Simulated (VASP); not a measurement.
# Ni (Pm-3m) in VASP: a series of runs

Runs on Ni. Level: BLYP. Tasks: relaxation of cell and atoms, single point.

Program: VASP 6.6.1. These are calculated values, not measurements. Logs are shortened: lines on timing, memory, paths and dates and some standing lists are left out, and cuts for length are marked.

## (1) The cell of the first run

The structure is cubic, space group Pm-3m (No. 221). The conventional cell has a = 2.278 Å, b = 2.278 Å, c = 2.278 Å, α = 90.00°, β = 90.00°, γ = 90.00°. Within 3.0 Å of Ni (site symmetry m-3m) lie 6 Ni at 2.28 Å.

This isn't the form of Ni at room conditions, which is fcc.

## (2) Relaxation of cell and atoms, BLYP, collinear spin, antiferromagnetic start

INCAR

```
  AGGAC = 1.0
  AGGAX = 1.0
  ALDAC = 0.0
  ALDAX = 1.0
  ALGO = Normal
  EDIFF = 1E-6
  EDIFFG = -0.01
  ENCUT = 600
  GGA = B5
  IBRION = 2
  ISIF = 3
  ISMEAR = -1
  ISPIN = 2
  LASPH = T
  LCHARG = F
  LMAXMIX = 4
  LORBIT = 11
  LREAL = F
  LWAVE = F
  MAGMOM = 0.8 -0.8
  NELM = 150
  NSW = 80
  PREC = Accurate
  SIGMA = 0.05
```

KPOINTS

```
k-points
0
Gamma
  12 12 12
```

POSCAR

```
Ni
1.0
    0.0000000000      2.2775907947      2.2775907947
    2.2775907947      0.0000000000      2.2775907947
    2.2775907947      2.2775907947      0.0000000000
Ni
2
Direct
    0.0000000000      0.0000000000      0.0000000000
    0.5000000000      0.5000000000      0.5000000000
```

Potentials or basis: VASP PAW PBE potentials, release 64 (Ni).

Command:

```
$ cat potpaw_PBE.64/Ni/POTCAR > POTCAR
$ mpirun -np 1 vasp_std > vasp.out
```

OUTCAR:

```text
EDIFF = 1E-6
   EDIFFG = -0.01
   ENCUT = 600
   GGA = B5
   IBRION = 2
   ISIF = 3
   ISMEAR = -1
   ISPIN = 2
   LASPH = T
   LORBIT = 11
   LREAL = F
   NELM = 150
   NSW = 80
   PREC = Accurate

 ion  position               nearest neighbor table
   1  0.000  0.000  0.000-   2 2.28   2 2.28   2 2.28   2 2.28   2 2.28   2 2.28
   2  0.500  0.500  0.500-   1 2.28   1 2.28   1 2.28   1 2.28   1 2.28   1 2.28

  LATTYP: Found a face centered cubic cell.
 ALAT       =     4.5551815894

  Lattice vectors:

 A1 = (   0.0000000000,   2.2775907947,   2.2775907947)
 A2 = (   2.2775907947,   0.0000000000,   2.2775907947)
 A3 = (   2.2775907947,   2.2775907947,   0.0000000000)

Analysis of symmetry for initial positions (statically):
=====================================================================
 Subroutine PRICEL returns following result:

  LATTYP: Found a simple cubic cell.
 ALAT       =     2.2775907947

  Lattice vectors:

 A1 = (  -2.2775907947,   0.0000000000,   0.0000000000)
 A2 = (   0.0000000000,   0.0000000000,   2.2775907947)
 A3 = (   0.0000000000,   2.2775907947,   0.0000000000)

   2 primitive cells build up your supercell.

 Routine SETGRP: Setting up the symmetry group for a
 face centered cubic supercell.

 Subroutine GETGRP returns: Found 48 space group operations
 (whereof 48 operations were pure point group operations)
 out of a pool of 48 trial point group operations.

The static configuration has the point symmetry O_h .

Analysis of symmetry for dynamics (positions and initial velocities):
=====================================================================
 Subroutine PRICEL returns following result:

  LATTYP: Found a simple cubic cell.
 ALAT       =     2.2775907947

  Lattice vectors:

 A1 = (  -2.2775907947,   0.0000000000,   0.0000000000)
 A2 = (   0.0000000000,   0.0000000000,   2.2775907947)
 A3 = (   0.0000000000,   2.2775907947,   0.0000000000)

   2 primitive cells build up your supercell.

 Routine SETGRP: Setting up the symmetry group for a
 face centered cubic supercell.

 Subroutine GETGRP returns: Found 48 space group operations
 (whereof 48 operations were pure point group operations)
 out of a pool of 48 trial point group operations.

The dynamic configuration has the point symmetry O_h .

Analysis of structural, dynamic, and magnetic symmetry:
=====================================================================
 Subroutine PRICEL returns following result:

  LATTYP: Found a simple cubic cell.
 ALAT       =     2.2775907947

  Lattice vectors:

 A1 = (  -2.2775907947,   0.0000000000,   0.0000000000)
 A2 = (   0.0000000000,   0.0000000000,   2.2775907947)
 A3 = (   0.0000000000,   2.2775907947,   0.0000000000)

   2 primitive cells build up your supercell.

 Routine SETGRP: Setting up the symmetry group for a
 face centered cubic supercell.

 Subroutine GETGRP returns: Found 48 space group operations
 (whereof 48 operations were pure point group operations)
 out of a pool of 48 trial point group operations.

The overall configuration has the point symmetry O_h .

 Subroutine INISYM returns: Found 48 space group operations
 (whereof 48 operations are pure point group operations),
 and found     2 'primitive' translations

----------------------------------------------------------------------------------------

                                     Primitive cell

  volume of cell :      11.8148

  direct lattice vectors                    reciprocal lattice vectors
    -2.277590795  0.000000000  0.000000000    -0.439060433  0.000000000  0.000000000
     0.000000000  0.000000000  2.277590795     0.000000000  0.000000000  0.439060433
     0.000000000  2.277590795  0.000000000     0.000000000  0.439060433  0.000000000

  length of vectors
     2.277590795  2.277590795  2.277590795     0.439060433  0.439060433  0.439060433

  position of ions in fractional coordinates (direct lattice)
     0.000000000  0.000000000  0.000000000

  ion indices of the primitive-cell ions
   primitive index   ion index
                 1           1

----------------------------------------------------------------------------------------

 KPOINTS: k-points

Automatic generation of k-mesh.
 Grid dimensions read from file:
 generate k-points for:   12   12   12

 Generating k-lattice:

  Cartesian coordinates                     Fractional coordinates (reciprocal lattice)
    -0.018294185  0.018294185  0.018294185     0.083333333  0.000000000  0.000000000
     0.018294185 -0.018294185  0.018294185     0.000000000  0.083333333  0.000000000
     0.018294185  0.018294185 -0.018294185     0.000000000  0.000000000  0.083333333

  Length of vectors
     0.031686457  0.031686457  0.031686457

  Shift w.r.t. Gamma in fractional coordinates (k-lattice)
     0.000000000  0.000000000  0.000000000

 Subroutine IBZKPT returns following result:
 ===========================================

 Found     72 irreducible k-points:

[... 43 lines left out ...]
   EMIN   =  10.00;   EMAX   =-10.00  energy-range for DOS
   EFERMI =   0.00;   METHOD = LEGACY
   ISMEAR =    -1;   SIGMA  =   0.05  broadening in eV -4-tet -1-fermi 0-gaus
   EFERMI_NEDOS =   21; number of points for ismear=-14 and -15
   IALGO  =     38    algorithm
   IMIX   =      4    mixing-type and parameters
     AMIX     =   0.40;   BMIX     =  1.00
     AMIX_MAG =   1.60;   BMIX_MAG =  1.00
  volume/ion in A,a.u.               =      11.81        79.73
  Fermi-wavevector in a.u.,A,eV,Ry     =   1.548576  2.926384 32.627954  2.398087
  Thomas-Fermi vector in A             =   2.653506
   LORBIT       =     11    0 simple, 1 ext, 2 COOP (PROOUT), +10 PAW based schemes
   GGA     = B5    functional components
   LHFCALC =     F    Hartree Fock is set to
   AEXX    =    0.0000 exact exchange contribution
   IVDW    =     0    specifies the selected vdW correction
   LEPSILON=     F    determine dielectric tensor
   LRPA    =     F    only Hartree local field effects (RPA)
 conjugate gradient relaxation of ions
 spin polarized calculation
  energy-cutoff  :      600.00
  volume of cell :       23.63
 maximum number of plane-waves:       817
 NGX is ok and might be reduce to    28

--------------------------------------- Ionic step        1  -------------------------------------------

 number of electron      19.9999993 magnetization       0.0000000

 number of electron      19.9999993 magnetization      -0.0000000

 Free energy of the ion-electron system (eV)
  ---------------------------------------------------
  ext. energy  EPLUGINS =         0.00000000
  ---------------------------------------------------
  free energy    TOTEN  =        -8.00530059 eV

  energy without entropy =       -7.96586118  energy(sigma->0) =       -7.98558089

------------------------ aborting loop because EDIFF is reached ----------------------------------------

  FORCE on cell =-STRESS in cart. coord.  units (eV):
  Direction    XX          YY          ZZ          XY          YZ          ZX
  --------------------------------------------------------------------------------------
  -------------------------------------------------------------------------------------
  Total        2.6758361      2.6758361      2.6758361      0.0000000      0.0000000     -0.0000000
  in kB      181.4316263    181.4316263    181.4316263      0.0000000      0.0000000     -0.0000000
  external PRESSURE =     181.4316263 kB  Pullay stress =       0.0000000 kB
[... 61 lines left out ...]
--------------------------------------- Ionic step        3  -------------------------------------------

 number of electron      20.0000009 magnetization       0.0000000

 number of electron      20.0000009 magnetization      -0.0000000

 Free energy of the ion-electron system (eV)
  ---------------------------------------------------
  ext. energy  EPLUGINS =         0.00000000
  ---------------------------------------------------
  free energy    TOTEN  =        -8.14828350 eV

  energy without entropy =       -8.10425854  energy(sigma->0) =       -8.12627102

 E-fermi :   7.2264     XC(G=0): -11.4353

 val. band max:        7.2190135336   @ k =  -0.0833   0.0833   0.0000
 cond. band min:       7.2267241478   @ k =   0.2500   0.1667   0.0833
 fundamental gap:      0.0077106142
 Fermi energy:         7.2263905728

 spin component 1

 k-point     1 :       0.0000    0.0000    0.0000
  band No.  band energies     occupation
      1      -0.2078      1.00000
      2       4.1816      1.00000
      3       4.1817      1.00000
      4       4.5275      1.00000
      5       4.5275      1.00000
      6       4.5275      1.00000
      7       7.2724      0.28512
      8       7.2724      0.28511
      9       7.2724      0.28509
     10       8.0209      0.00000
     11       8.0209      0.00000
     12      18.6174      0.00000
     13      18.6174      0.00000
     14      18.6174      0.00000
[... 376 lines left out ...]
  band No.  band energies     occupation
      1       3.8222      1.00000
      2       4.2721      1.00000
      3       4.9811      1.00000
      4       5.3853      1.00000
      5       5.5291      1.00000
      6       5.8715      1.00000
      7       5.8864      1.00000
      8       6.2773      1.00000
      9       6.6077      1.00000
     10       6.6293      0.99999
     11       7.3524      0.07450
     12       8.3430      0.00000
     13      14.9653      0.00000
     14      17.0674      0.00000

 [... further k-points ...]

 spin component 2

 k-point     1 :       0.0000    0.0000    0.0000
  band No.  band energies     occupation
      1      -0.2078      1.00000
      2       4.1816      1.00000
      3       4.1817      1.00000
      4       4.5275      1.00000
      5       4.5275      1.00000
      6       4.5275      1.00000
      7       7.2724      0.28512
      8       7.2724      0.28511
      9       7.2724      0.28509
     10       8.0209      0.00000
     11       8.0209      0.00000
     12      18.6174      0.00000
     13      18.6174      0.00000
     14      18.6174      0.00000
[... 420 lines left out ...]
  FREE ENERGIE OF THE ION-ELECTRON SYSTEM (eV)
  ---------------------------------------------------
  free  energy   TOTEN  =        -8.1482834970 eV

  energy  without entropy=       -8.1042585375  energy(sigma->0) =       -8.12627102

 reached required accuracy - stopping structural energy minimisation

 total charge

# of ion       s       p       d       tot
------------------------------------------
    1        0.496   0.341   8.397   9.235
    2        0.496   0.341   8.397   9.235
--------------------------------------------------
tot          0.993   0.683  16.795  18.470

 magnetization (x)

# of ion       s       p       d       tot
------------------------------------------
    1       -0.000   0.000  -0.000  -0.000
    2        0.000  -0.000   0.000   0.000
--------------------------------------------------
tot          0.000   0.000   0.000   0.000
```

Run time: 1.7 min. Hardware: 1 thread of Intel Xeon Platinum 8488C (Sapphire Rapids), shared host; peak memory 0.17 GiB.

Results:

```yaml
Free_energy: -8.1483 eV
Relaxed_volume: 13.22 Å³/atom
Relaxed_cell: a = 3.344 Å, b = 3.344 Å, c = 3.344 Å, α = 60.00°, β = 60.00°, γ = 60.00°
Space_group_after_relaxing_to_0.1_Å: Pm-3m (No. 221)
Energy_gained_by_relaxing: 71.5 meV/atom
Ionic_steps: 3
Pressure_after_relaxing: -0.1 GPa
Band_gap_on_the_k_mesh: zero (filled and empty bands overlap)
Net_moment: 0.00 μB per cell
Valence_electrons_inside_the_program's_atomic_spheres: Ni 9.23
```

Step by step:
| step | energy change (eV) | largest force (eV/Å) | pressure (GPa) | volume (Å³) |
| --- | --- | --- | --- | --- |
| 1 | 0.0000 | 0.0000 | 18.14 | 23.63 |
| 2 | -0.0887 | 0.0000 | -7.92 | 28.51 |
| 3 | -0.1430 | 0.0000 | -0.11 | 26.45 |

Final structure:
```xyz
2
Lattice="0.0000 2.3648 2.3648 2.3648 0.0000 2.3648 2.3648 2.3648 0.0000" Properties=species:S:1:pos:R:3 pbc="T T T"
Ni    0.0000    0.0000    0.0000
Ni    2.3648    2.3648    2.3648
```

Levels at points of the mesh, in eV from the Fermi level:
Spin up:
```
           k point  band 6  band 7  band 8  band 9  band 10  band 11  band 12  band 13  band 14
(0.00, 0.00, 0.00)   -2.70    0.05    0.05    0.05     0.79     0.79    11.39    11.39    11.39
(0.50, 0.00, 0.00)   -1.70   -0.97   -0.97   -0.97    -0.97     0.22     0.22    12.61    12.61
(0.50, 0.50, 0.00)   -0.93   -0.74   -0.74   -0.54     0.13     0.74     3.66     5.28     5.28
```
Spin down:
| k point | band 7 | band 8 | band 9 | band 10 | band 11 | band 12 | band 13 | band 14 |
| --- | --- | --- | --- | --- | --- | --- | --- | --- |
| (0.00, 0.00, 0.00) | 0.05 | 0.05 | 0.05 | 0.79 | 0.79 | 11.39 | 11.39 | 11.39 |
| (0.50, 0.00, 0.00) | -0.97 | -0.97 | -0.97 | -0.97 | 0.22 | 0.22 | 12.61 | 12.61 |
| (0.50, 0.50, 0.00) | -0.74 | -0.74 | -0.54 | 0.13 | 0.74 | 3.66 | 5.28 | 5.28 |

Caveat: the moments typed at the start vanished in this run; the PAW data sets were made with another functional, which shifts forces and pressure a little.

## (3) Relaxation of cell and atoms, BLYP, collinear spin, ferromagnetic start

This run uses another cell than the first one: it holds 1 atom, not 2.

INCAR

```
SYSTEM = Ni
  PREC = Accurate
  ENCUT = 600
  EDIFF = 1E-6
  ISMEAR = -1
  SIGMA = 0.05
  LREAL = .False.
  LASPH = .True.
  NELM = 150
  ALGO = Normal
  ISIF = 3
  LWAVE = .False.
  LCHARG = .False.
  ISPIN = 2
  MAGMOM = 0.8
  LORBIT = 11
  LMAXMIX = 4
  GGA = B5
  ALDAX = 1.0
  AGGAX = 1.0
  AGGAC = 1.0
  ALDAC = 0.0
  IBRION = 2
  NSW = 80
  EDIFFG = -0.01
```

KPOINTS

```
Automatic mesh
0
Gamma
  14 14 14
  0 0 0
```

POSCAR

```
Ni
1.0
    2.2775907947      0.0000000000      0.0000000000
    0.0000000000      2.2775907947      0.0000000000
    0.0000000000      0.0000000000      2.2775907947
Ni
1
Direct
    0.0000000000      0.0000000000      0.0000000000
```

Potentials or basis: VASP PAW PBE potentials, release 64 (Ni).

Command:

```
$ cat potpaw_PBE.64/Ni/POTCAR > POTCAR
$ mpirun -np 1 vasp_std > vasp.out
```

Run time: 2.1 min. Hardware: 1 thread of Intel Xeon 8259CL, shared host; peak memory 0.15 GiB.

Results (log left out):

```
Free energy                                           : -4.0861 eV
Relaxed volume                                        : 13.28 Å³/atom
Relaxed cell                                          : a = 2.368 Å, b = 2.368 Å, c = 2.368 Å, α = 90.00°, β = 90.00°, γ = 90.00°
Space group after relaxing (to 0.1 Å)                 : Pm-3m (No. 221)
Energy gained by relaxing                             : 76.8 meV/atom
Ionic steps                                           : 3
Pressure after relaxing                               : 0.0 GPa
Net moment                                            : -0.48 μB per cell
Site moments                                          : Ni -0.48 μB
Valence electrons inside the program's atomic spheres : Ni 9.23
```

Step by step:
```csv
step,energy change (eV),largest force (eV/Å),pressure (GPa),volume (Å³)
1,0.0000,0.0000,18.97,11.81
2,-0.0489,0.0000,-7.30,14.37
3,-0.0768,0.0000,-0.01,13.28
```

Final structure:
```cif
data_structure
_symmetry_space_group_name_H-M 'P 1'
_symmetry_Int_Tables_number 1
_cell_length_a 2.3681
_cell_length_b 2.3681
_cell_length_c 2.3681
_cell_angle_alpha 90.000
_cell_angle_beta 90.000
_cell_angle_gamma 90.000
_cell_volume 13.28
loop_
_atom_site_label
_atom_site_type_symbol
_atom_site_fract_x
_atom_site_fract_y
_atom_site_fract_z
_atom_site_occupancy
Ni1 Ni 0.00000 0.00000 0.00000 1
```

Levels at points of the mesh, in eV from the Fermi level:
Spin up:
| k point | band 3 | band 4 | band 5 | band 6 | band 7 | band 8 |
| --- | --- | --- | --- | --- | --- | --- |
| (0.00, 0.00, 0.00) | -2.94 | 0.22 | 0.22 | 0.22 | 18.89 | 18.89 |
| (0.50, 0.00, 0.00) | -0.77 | -0.77 | -0.60 | 0.31 | 3.71 | 24.29 |
| (0.50, 0.50, 0.00) | -0.57 | -0.57 | 0.88 | 5.21 | 5.21 | 10.69 |
| (0.50, 0.50, 0.50) | -2.56 | 0.93 | 0.93 | 11.31 | 11.31 | 11.31 |
Spin down:
```csv
k point,band 1,band 2,band 3,band 4,band 5,band 6,band 7,band 8,band 9
"(0.00, 0.00, 0.00)",-7.50,-3.32,-3.32,-0.34,-0.34,-0.34,18.82,18.82,18.82
"(0.50, 0.00, 0.00)",-3.69,-2.93,-1.29,-1.29,-0.61,-0.26,3.39,24.33,25.62
"(0.50, 0.50, 0.00)",-3.80,-2.63,-1.11,-1.11,0.39,5.17,5.17,10.48,11.44
"(0.50, 0.50, 0.50)",-3.00,-3.00,-3.00,0.44,0.44,11.24,11.24,11.24,14.34
```

Caveat: the PAW data sets were made with another functional, which shifts forces and pressure a little.

## (4) Single point, BLYP, collinear spin, ferromagnetic start

This run uses another cell than the first one: it holds 1 atom, not 2.

INCAR

```
SYSTEM = Ni
PREC = Accurate
ENCUT = 520
EDIFF = 1E-7
ISMEAR = -1
SIGMA = 0.05
LREAL = .FALSE.
LASPH = .TRUE.
NELM = 150
ALGO = Normal
ISIF = 2
LWAVE = .FALSE.
LCHARG = .FALSE.
ISPIN = 2
MAGMOM = 0.505
LORBIT = 11
LMAXMIX = 4
GGA = B5
ALDAX = 1.0
AGGAX = 1.0
AGGAC = 1.0
ALDAC = 0.0
NBANDS = 15
```

KPOINTS

```
Automatic mesh
0
G
  22 22 22
  0 0 0
```

POSCAR

```
Ni
1.0
    2.3680659922      0.0000000000      0.0000000000
    0.0000000000      2.3680659922      0.0000000000
    0.0000000000      0.0000000000      2.3680659922
Ni
1
Direct
    0.0000000000      0.0000000000      0.0000000000
```

Command:

```
$ cat potpaw_PBE.64/Ni/POTCAR > POTCAR
$ mpirun -np 1 vasp_std > vasp.out
```

Run time: 2.7 min. Hardware: 1 thread of Intel Xeon 8259CL, shared host; peak memory 0.21 GiB.

The run converged. Its results:

```yaml
Free_energy: -4.0865 eV
Pressure: 0.1 GPa
Net_moment: 0.50 μB per cell
Site_moments: Ni +0.50 μB
Valence_electrons_inside_the_program's_atomic_spheres: Ni 9.23
```

Levels at points of the mesh, in eV from the Fermi level:
Spin up:
```tsv
k point	band 1	band 2	band 3	band 4	band 5	band 6	band 7	band 8	band 9	band 10
(0.00, 0.00, 0.00)	-7.50	-3.32	-3.32	-0.35	-0.35	-0.35	18.83	18.83	18.83	22.75
(0.50, 0.00, 0.00)	-3.69	-2.94	-1.30	-1.30	-0.61	-0.27	3.39	24.34	25.62	25.62
(0.50, 0.50, 0.00)	-3.80	-2.64	-1.12	-1.12	0.38	5.18	5.18	10.48	11.43	30.51
(0.50, 0.50, 0.50)	-3.01	-3.01	-3.01	0.43	0.43	11.24	11.24	11.24	14.34	16.85
```
Spin down:
```csv
k point,band 1,band 2,band 3,band 4,band 5,band 6,band 7,band 8,band 9,band 10
"(0.00, 0.00, 0.00)",-7.47,-2.93,-2.93,0.23,0.23,0.23,18.90,18.90,18.90,22.84
"(0.50, 0.00, 0.00)",-3.46,-2.52,-0.76,-0.76,-0.60,0.32,3.71,24.29,25.74,25.74
"(0.50, 0.50, 0.00)",-3.41,-2.25,-0.56,-0.56,0.88,5.21,5.21,10.70,11.60,30.51
"(0.50, 0.50, 0.50)",-2.55,-2.55,-2.55,0.94,0.94,11.32,11.32,11.32,14.28,16.99
```

Caveat: the PAW data sets were made with another functional, which shifts forces and pressure a little.

## (5) Overview

```tsv
task	spin	cell	k mesh	cutoff (eV)	gap on the mesh (eV)	pressure (GPa)	moment (μB)	relaxed volume (Å³/atom)
relaxation of cell and atoms	collinear, antiferromagnetic start	relaxed from a = 3.221 Å, angles 60.0°, 2 atoms, atomic positions A	12 × 12 × 12	600	none	-0.1	0.00	13.22
relaxation of cell and atoms	collinear, ferromagnetic start	relaxed from a = 2.278 Å, 1 atom, atomic positions B	14 × 14 × 14	600	none	0.0	0.48	13.28
single point	collinear, ferromagnetic start	a = 2.368 Å, 1 atom, atomic positions B	22 × 22 × 22	520	none	0.1	0.50	-
```

Alike in all rows: level BLYP; potentials or basis VASP PAW PBE potentials, release 64 (Ni); smearing fermi-dirac 0.05 eV.

Caveats: the PAW data sets were made with another functional, which shifts forces and pressure a little; the moments typed at the start vanished in this run (at least some runs).

Total energies depend on the potentials used, so only differences within one code and one set of settings carry meaning.

The gap in the log of VASP goes by the Fermi energy; the results here count the filled bands.